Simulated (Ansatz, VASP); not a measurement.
# EuS in VASP and in Ansatz

The input INCAR:

```
  ALGO = Normal
  EDIFF = 1E-6
  ENCUT = 600
  GGA = VW
  GGA_COMPAT = False
  ISIF = 2
  ISMEAR = -1
  ISPIN = 2
  LASPH = True
  LCHARG = False
  LMAXMIX = 6
  LORBIT = 11
  LREAL = False
  LWAVE = False
  MAGMOM = 7 0
  NBANDS = 22
  NELM = 200
  PREC = Accurate
  SIGMA = 0.05
```

The input KPOINTS:

```
k-points
0
Gamma
  8 8 8
```

POSCAR

```
EuS
1.0
    0.0000000000      2.9785000000      2.9785000000
    2.9785000000      0.0000000000      2.9785000000
    2.9785000000      2.9785000000      0.0000000000
Eu S
1 1
Direct
    0.0000000000      0.0000000000      0.0000000000
    0.5000000000      0.5000000000      0.5000000000
```

Contents of input.yaml:

```yaml
crystal:
  lattice:
    - [0.0, 2.9785, 2.9785]
    - [2.9785, 0.0, 2.9785]
    - [2.9785, 2.9785, 0.0]
  atoms:
    - { symbol: Eu, position: [0.0, 0.0, 0.0], spin: 7.0 }
    - { symbol: S, position: [0.5, 0.5, 0.5] }
hamiltonian:
  xc: { exchange: slater, correlation: vwn5 }
  pseudopotentials: { kind: paw }
magnetization:
  spin_polarized: true
kpoints:
  mp_grid: { grid: [8, 8, 8] }
  band_path:
    path:
      - [[0.0, 0.0, 0.0], [0.5, 0.0, 0.5], [0.5, 0.25, 0.75], [0.375, 0.375, 0.75], [0.0, 0.0, 0.0], [0.5, 0.5, 0.5], [0.625, 0.25, 0.625], [0.5, 0.25, 0.75], [0.5, 0.5, 0.5], [0.375, 0.375, 0.75]]
      - [[0.625, 0.25, 0.625], [0.5, 0.0, 0.5]]
    npoints: 14
scf:
  occupations: { method: fermi_dirac, width: 0.05 }
  n_extra_bands: 6
output:
  forces: true
  stress: true
  eigenvalues: true
  fatbands: true
```

Alike in both runs: functional SVWN5; k mesh 8 × 8 × 8; occupations fermi-dirac, width 0.05 eV; collinear spin.

|  | VASP | Ansatz |
| --- | --- | --- |
| version | VASP 6.6.1 | Ansatz 0.2.0 |
| potentials or method | VASP PAW PBE potentials, release 64 (Eu, S) | Ansatz PAW |
| plane-wave cutoff (eV) | 600 | 420 |
| valence electrons in the cell | 23 | 23 |
| task | single point | band structure |

```tsv
	VASP	Ansatz	Ansatz less VASP
gap on the k mesh at the Fermi level (eV)	none	none	-
pressure (GPa)	-8.4	-7.5	+0.98
net moment per atom (μB)	3.46	3.48	+0.022
size of the moment on the site where the two differ most (μB)	6.59	6.74	+0.151
```

VASP's potentials were made for PBE, not for SVWN5. Site moments also hang on the region over which each program counts them. A gap of «none» marks a metal or a gap that the smearing closes.

Neither program's run includes spin-orbit coupling.
